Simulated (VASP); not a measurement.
# Ru in VASP: notebook, part 2 of 2

VASP 6.6.1.

**3. Single point, PBE**

This run uses another cell than the first one: it holds 6 atoms, not 2.

Input file INCAR:

```
  ALGO = Normal
  EDIFF = 1E-7
  ENCUT = 520
  GGA = PE
  ISIF = 2
  ISMEAR = 0
  LASPH = True
  LCHARG = True
  LELF = True
  LREAL = False
  LVHAR = True
  LWAVE = False
  NBANDS = 51
  NELM = 100
  PREC = Accurate
  SIGMA = 0.1
```

Input file KPOINTS:

```
k-points
0
Gamma
  6 6 4
```

Input file POSCAR:

```
Ru
1.0
    2.1993935942     -2.5198925207      0.0000000000
    2.1993935942      2.5198925207      0.0000000000
    0.0000000000      0.0000000000      8.1396378727
Ru
6
Direct
   -0.2050072514      0.2049819374      0.5833162491
    0.7950180626      0.2050072514      0.9166837509
    0.2050072514      0.7950180626      0.0833162491
    0.2049819374     -0.2050072514      0.4166837509
    0.7950780453      0.2049219547      0.2500000000
    0.2049219547      0.7950780453      0.7500000000
```

Potentials or basis: VASP PAW PBE potentials, release 64 (Ru_pv).

On the command line:

```bash
$ cat potpaw_PBE.64/Ru_pv/POTCAR > POTCAR
$ mpirun -np 1 vasp_std > vasp.out
```

OUTCAR:

```text
EDIFF = 1E-7
   ENCUT = 520
   GGA = PE
   ISIF = 2
   ISMEAR = 0
   LASPH = True
   LREAL = False
   NELM = 100
   PREC = Accurate

 ion  position               nearest neighbor table
   1  0.795  0.205  0.583-   6 2.47   4 2.47   4 2.62   4 2.62   6 2.62   6 2.62   5 2.71   2 2.71
                             4 3.27   6 3.27
   2  0.795  0.205  0.917-   6 2.47   3 2.47   3 2.62   3 2.62   6 2.62   6 2.62   5 2.71   1 2.71
                             3 3.27   6 3.27
   3  0.205  0.795  0.083-   5 2.47   2 2.47   2 2.62   2 2.62   5 2.62   5 2.62   6 2.71   4 2.71
                             2 3.27   5 3.27
   4  0.205  0.795  0.417-   5 2.47   1 2.47   1 2.62   1 2.62   5 2.62   5 2.62   6 2.71   3 2.71
                             1 3.27   5 3.27
   5  0.795  0.205  0.250-   3 2.47   4 2.47   4 2.62   3 2.62   3 2.62   4 2.62   1 2.71   2 2.71
                             3 3.27   4 3.27
   6  0.205  0.795  0.750-   1 2.47   2 2.47   1 2.62   2 2.62   1 2.62   2 2.62   3 2.71   4 2.71
                             1 3.27   2 3.27

  LATTYP: Found a base centered orthorhombic cell.
 ALAT       =     4.3987871884
 B/A-ratio  =     1.1457214968
 C/A-ratio  =     1.8504277484

  Lattice vectors:

 A1 = (   2.1993935942,  -2.5198925207,   0.0000000000)
 A2 = (   2.1993935942,   2.5198925207,   0.0000000000)
 A3 = (   0.0000000000,   0.0000000000,   8.1396378727)

Analysis of symmetry for initial positions (statically):
=====================================================================
 Subroutine PRICEL returns:
 Original cell was already a primitive cell.

 Routine SETGRP: Setting up the symmetry group for a
 base centered orthorhombic supercell.

 Subroutine GETGRP returns: Found  4 space group operations
 (whereof  2 operations were pure point group operations)
 out of a pool of  8 trial point group operations.

The static configuration has the point symmetry C_2 .
 The point group associated with its full space group is D_2 .

Analysis of symmetry for dynamics (positions and initial velocities):
=====================================================================
 Subroutine PRICEL returns:
 Original cell was already a primitive cell.

 Routine SETGRP: Setting up the symmetry group for a
 base centered orthorhombic supercell.

 Subroutine GETGRP returns: Found  4 space group operations
 (whereof  2 operations were pure point group operations)
 out of a pool of  8 trial point group operations.

The dynamic configuration has the point symmetry C_2 .
 The point group associated with its full space group is D_2 .

 Subroutine INISYM returns: Found  4 space group operations
 (whereof  2 operations are pure point group operations),
 and found     1 'primitive' translations

----------------------------------------------------------------------------------------

                                     Primitive cell

  volume of cell :      90.2236

  direct lattice vectors                    reciprocal lattice vectors
     2.199393594 -2.519892521  0.000000000     0.227335390 -0.198421161  0.000000000
     2.199393594  2.519892521  0.000000000     0.227335390  0.198421161  0.000000000
     0.000000000  0.000000000  8.139637873     0.000000000  0.000000000  0.122855588

  length of vectors
     3.344725773  3.344725773  8.139637873     0.301748797  0.301748797  0.122855588

[... 48 lines left out ...]
  0.500000  0.000000  0.000000      2.000000
  0.166667  0.166667  0.000000      2.000000
  0.333333  0.166667  0.000000      4.000000
[... 16 lines left out ...]
  0.333333  0.333333  0.250000      4.000000
  0.500000  0.333333  0.250000      8.000000
 [... further k-points ...]
   k-points           NKPTS =     39   k-points in BZ     NKDIM =     39   number of bands    NBANDS=     51
   number of dos      NEDOS =    301   number of ions     NIONS =      6
   total plane-waves  NPLWV =  50176
   dimension x,y,z NGX =    28 NGY =   28 NGZ =   64
   dimension x,y,z NGXF=    56 NGYF=   56 NGZF=  128
   ions per type =               6
   NGX,Y,Z   is equivalent  to a cutoff of  13.92, 13.92, 13.07 a.u.
   NGXF,Y,Z  is equivalent  to a cutoff of  27.83, 27.83, 26.14 a.u.
 SYSTEM =  unknown system
   PREC   = accura    normal or accurate (medium, high low for compatibility)
   ISTART =      0    job   : 0-new  1-cont  2-samecut
   ICHARG =      2    charge: 1-file 2-atom 10-const
   ISPIN  =      1    spin polarized calculation?
   LNONCOLLINEAR =      F non collinear calculations
   LSORBIT =      F    spin-orbit coupling
   LASPH  =      T    aspherical Exc in radial PAW
   ENCUT  =  520.0 eV  38.22 Ry    6.18 a.u.   6.22  6.22 15.13*2*pi/ulx,y,z
   NELM   =    100;   NELMIN=  2; NELMDL= -5     # of ELM steps
   EDIFF  = 0.1E-06   stopping-criterion for ELM
   LREAL  =      F    real-space projection
   EDIFFG = 0.1E-05   stopping-criterion for IOM
   NSW    =      0    number of steps for IOM
   IBRION =     -1    ionic relax: 0-MD 1-quasi-New 2-CG
   NFREE  =      0    steps in history (QN), initial steepest desc. (CG)
   ISIF   =      2    stress and relaxation
   ISYM   =      2    0-nonsym 1-usesym 2-fastsym
   POTIM  = 0.5000    time-step for ionic-motion
   TEBEG  =    0.0;   TEEND  =   0.0 temperature during run
   PSTRESS=    0.0 pullay stress
   NELECT =      84.0000    total number of electrons
   NUPDOWN=      -1.0000    fix difference up-down
   EMIN   =  10.00;   EMAX   =-10.00  energy-range for DOS
   EFERMI =   0.00;   METHOD = LEGACY
   ISMEAR =     0;   SIGMA  =   0.10  broadening in eV -4-tet -1-fermi 0-gaus
   EFERMI_NEDOS =   21; number of points for ismear=-14 and -15
   IALGO  =     38    algorithm
   IMIX   =      4    mixing-type and parameters
     AMIX     =   0.40;   BMIX     =  1.00
     AMIX_MAG =   1.60;   BMIX_MAG =  1.00
  volume/ion in A,a.u.               =      15.04       101.48
  Fermi-wavevector in a.u.,A,eV,Ry     =   1.598556  3.020833 34.768082  2.555382
  Thomas-Fermi vector in A             =   2.695987
   LORBIT       =      0    0 simple, 1 ext, 2 COOP (PROOUT), +10 PAW based schemes
   GGA     = PE    functional components
   LHFCALC =     F    Hartree Fock is set to
   AEXX    =    0.0000 exact exchange contribution
   IVDW    =     0    specifies the selected vdW correction
   LEPSILON=     F    determine dielectric tensor
   LRPA    =     F    only Hartree local field effects (RPA)
 non-spin polarized calculation
 Gauss-broadening in eV      SIGMA  =   0.10
  energy-cutoff  :      520.00
  volume of cell :       90.22
 maximum number of plane-waves:      2466
 NGX is ok and might be reduce to    28

 number of electron      84.0000017 magnetization

 Free energy of the ion-electron system (eV)
  ---------------------------------------------------
  ext. energy  EPLUGINS =         0.00000000
  ---------------------------------------------------
  free energy    TOTEN  =       -52.33921754 eV

  energy without entropy =      -52.30350473  energy(sigma->0) =      -52.32136114

 E-fermi :  11.2405     XC(G=0): -13.3878

 val. band max:       11.2292806215   @ k =   0.3333   0.1667   0.5000
 cond. band min:      11.2582277066   @ k =   0.0000   0.0000   0.0000
 fundamental gap:      0.0289470852
 Fermi energy:        11.2405238492

 k-point     1 :       0.0000    0.0000    0.0000
  band No.  band energies     occupation
      1     -32.0328      2.00000
      2     -32.0325      2.00000
      3     -32.0317      2.00000
      4     -32.0239      2.00000
      5     -31.9612      2.00000
      6     -31.9611      2.00000
[... 1285 lines left out ...]
     50      14.2697      0.00000
     51      15.1861      0.00000

 [... further k-points ...]

------------------------ aborting loop because EDIFF is reached ----------------------------------------

  FORCE on cell =-STRESS in cart. coord.  units (eV):
  Direction    XX          YY          ZZ          XY          YZ          ZX
  --------------------------------------------------------------------------------------
  -------------------------------------------------------------------------------------
  Total       -0.0320700      0.1682190     -0.0879483      0.0000000      0.0000000      0.0000000
  in kB       -0.5694942      2.9872090     -1.5617735      0.0000000      0.0000000      0.0000000
  external PRESSURE =       0.2853138 kB  Pullay stress =       0.0000000 kB

 VOLUME and BASIS-vectors are now :
 -----------------------------------------------------------------------------
  energy-cutoff  :      520.00
  volume of cell :       90.22
      direct lattice vectors                 reciprocal lattice vectors
     2.199393594 -2.519892521  0.000000000     0.227335390 -0.198421161  0.000000000
     2.199393594  2.519892521  0.000000000     0.227335390  0.198421161  0.000000000
     0.000000000  0.000000000  8.139637873     0.000000000  0.000000000  0.122855588

 POSITION                                       TOTAL-FORCE (eV/Angst)
 -----------------------------------------------------------------------------------
      2.19934     -1.48676      4.74798         0.000326      0.008910      0.001610
      2.19945     -1.48676      7.46147        -0.000326      0.008910     -0.001610
      2.19945      1.48676      0.67816        -0.000326     -0.008910      0.001610
      2.19934      1.48676      3.39165         0.000326     -0.008910     -0.001610
      2.19939     -1.48713      2.03491         0.000000      0.010030      0.000000
      2.19939      1.48713      6.10473         0.000000     -0.010030      0.000000
 -----------------------------------------------------------------------------------
    total drift:                               -0.000000      0.000000      0.000000

  FREE ENERGIE OF THE ION-ELECTRON SYSTEM (eV)
  ---------------------------------------------------
  free  energy   TOTEN  =       -52.3392175421 eV

  energy  without entropy=      -52.3035047326  energy(sigma->0) =      -52.32136114
```

stdout:

```text
POSCAR found type information on POSCAR Ru
 POSCAR found :  1 types and       6 ions
 scaLAPACK will be used
 LDA part: xc-table for (Slater+PW92), standard interpolation
 POSCAR, INCAR and KPOINTS ok, starting setup
 FFT: planning ... GRIDC
 FFT: planning ... GRID_SOFT
 FFT: planning ... GRID
 WAVECAR not read
 entering main loop
```

Run time: 88 s. Hardware: 1 thread of Intel Xeon 6975P-C (Granite Rapids), shared host; peak memory 0.28 GiB.

Results:

| Item | Value |
| --- | --- |
| Free energy | -52.3392 eV |
| Pressure | 0.0 GPa |
| Largest force | 0.010 eV/Å |
| Band gap on the k mesh | zero (band 42 reaches 11.85 eV, above the bottom of band 43 at 10.85 eV) |

Forces in eV/Å, atoms in the order of the input:
```
Ru   0.000  0.009  0.002
Ru   0.000  0.009 -0.002
Ru   0.000 -0.009  0.002
Ru   0.000 -0.009 -0.002
Ru   0.000  0.010  0.000
Ru   0.000 -0.010  0.000
```

Levels at points of the mesh, in eV from the Fermi level:
| k point | band 38 | band 39 | band 40 | band 41 | band 42 | band 43 | band 44 | band 45 | band 46 | band 47 |
| --- | --- | --- | --- | --- | --- | --- | --- | --- | --- | --- |
| (0.00, 0.00, 0.00) | -1.74 | -1.56 | -0.17 | 0.02 | 0.02 | 0.75 | 0.83 | 0.83 | 1.14 | 1.14 |
| (0.50, 0.00, 0.00) | -1.17 | -1.04 | -1.04 | -0.18 | -0.02 | 0.25 | 0.25 | 1.20 | 1.20 | 1.35 |
| (0.50, 0.50, 0.00) | -0.47 | -0.38 | -0.38 | -0.28 | -0.27 | -0.24 | -0.24 | 0.20 | 0.20 | 0.32 |
| (0.00, 0.00, 0.50) | -1.47 | -0.88 | -0.88 | -0.60 | -0.60 | 0.54 | 0.54 | 0.59 | 0.59 | 1.17 |
| (0.50, 0.00, 0.50) | -0.70 | -0.64 | -0.64 | 0.53 | 0.53 | 0.97 | 0.97 | 1.22 | 1.22 | 1.38 |
| (0.50, 0.50, 0.50) | -1.03 | -0.91 | -0.91 | -0.58 | -0.58 | -0.39 | -0.39 | -0.22 | -0.22 | 0.97 |

**4. Single point, PBE**

Input file INCAR:

```
ALGO     = Normal         # electronic algorithm
EDIFF    = 1E-6           # SCF threshold, eV
ENCUT    = 520            # plane-wave cutoff, eV
GGA      = PE             # functional
ISIF     = 2              # what is computed and relaxed
ISMEAR   = 0              # smearing method
LASPH    = True           # aspherical terms in the spheres
LCHARG   = False          # write CHGCAR
LREAL    = False          # projectors in reciprocal space
LWAVE    = False          # write WAVECAR
NBANDS   = 21             # bands
NELM     = 100            # most SCF steps
PREC     = Accurate       # precision mode
SIGMA    = 0.1            # smearing width, eV
```

Input file KPOINTS:

```
k-points
0
Gamma
  16 16 20
```

Input file POSCAR:

```
Ru
1.0
    2.2069153809     -2.5193518641      0.0000000000
    2.2069153809      2.5193518641      0.0000000000
    0.0000000000      0.0000000000      2.7047038118
Ru
2
Direct
    0.7949141254      0.2050858746      0.2500000000
    0.2050858746      0.7949141254      0.7500000000
```

On the command line:

```bash
$ cat potpaw_PBE.64/Ru_pv/POTCAR > POTCAR
$ mpirun -np 1 vasp_std > vasp.out
```

It took 2.6 min on 1 thread of Intel Xeon 6975P-C (Granite Rapids), shared host; peak memory 0.46 GiB.

It converged, with:

| Item | Value |
| --- | --- |
| Free energy | -17.4477 eV |
| Pressure | 0.1 GPa |
| Largest force | 0.031 eV/Å |
| Band gap on the k mesh | zero (band 14 reaches 12.50 eV, above the bottom of band 15 at 10.46 eV) |

Forces in eV/Å, atoms in the order of the input:
```
Ru   0.000  0.031  0.000
Ru   0.000 -0.031  0.000
```

Stress tensor (GPa, compression positive):
```
-0.05  0.00  0.00
 0.00  0.20  0.00
 0.00  0.00  0.08
```

Levels at points of the mesh, in eV from the Fermi level:
| k point | band 11 | band 12 | band 13 | band 14 | band 15 | band 16 | band 17 | band 18 |
| --- | --- | --- | --- | --- | --- | --- | --- | --- |
| (0.00, 0.00, 0.00) | -1.96 | -1.80 | -1.63 | -0.17 | 0.77 | 1.44 | 1.61 | 7.74 |
| (0.50, 0.00, 0.00) | -1.94 | -1.57 | -1.54 | -1.14 | -0.17 | -0.05 | 1.34 | 1.81 |
| (0.50, 0.50, 0.00) | -2.28 | -1.57 | -0.73 | -0.47 | 0.30 | 1.20 | 1.80 | 2.31 |
| (0.00, 0.00, 0.50) | -3.33 | -3.33 | -0.63 | -0.63 | 0.51 | 0.51 | 4.00 | 4.00 |
| (0.50, 0.00, 0.50) | -0.65 | -0.65 | 0.97 | 0.97 | 1.41 | 1.41 | 2.63 | 2.63 |
| (0.50, 0.50, 0.50) | -2.75 | -2.75 | -0.23 | -0.23 | 0.97 | 0.97 | 6.79 | 6.79 |

**5. Summary**

```tsv
task	cell	k mesh	cutoff (eV)	gap on the mesh (eV)	pressure (GPa)	largest force (eV/Å)
relaxation of cell and atoms	relaxed from a = 3.345, b = 3.345, c = 2.713 Å, angles 90.0, 90.0, 97.8°, 2 atoms	16 × 16 × 20	600	none	0.0	-
single point	a = 3.345, b = 3.345, c = 8.140 Å, angles 90.0, 90.0, 97.8°, 6 atoms	6 × 6 × 4	520	none	0.0	0.01
single point	a = 3.349, b = 3.349, c = 2.705 Å, angles 90.0, 90.0, 97.6°, 2 atoms	16 × 16 × 20	520	none	0.1	0.03
```

Alike in all rows: level PBE; potentials or basis VASP PAW PBE potentials, release 64 (Ru_pv); no spin polarisation; smearing gaussian 0.1 eV.

Absolute energies hang on the potentials; compare differences alone.
